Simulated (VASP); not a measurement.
Crystal: SiO2.

```
CELL_PARAMETERS angstrom
0.00000 2.26417 2.26417
2.26417 0.00000 2.26417
2.26417 2.26417 0.00000
ATOMIC_POSITIONS crystal
Si 0.00000 0.00000 0.00000
O 0.25000 0.25000 0.25000
O 0.75000 0.75000 0.75000
```

Program: VASP 6.6.1. Alike in all runs: task single point; potentials or basis VASP PAW PBE potentials, release 64 (Si, O); no spin polarisation; cell as given; cutoff (eV) 520; smearing gaussian 0.01 eV.

Order these runs on this cell by their pressure, lowest first.
A. level PBE; k mesh 6 × 6 × 6
B. level HSE06; k mesh 4 × 4 × 4; grid for exact exchange (PRECFOCK) Normal; screening parameter 0.2079 1/Å
C. level r2SCAN; k mesh 6 × 6 × 6

B (-4.0 GPa), C (0.6 GPa), A (10.3 GPa).

Caveats: some runs use coarse meshes; the PAW data sets were made with another functional, which shifts forces and pressure a little (some runs).
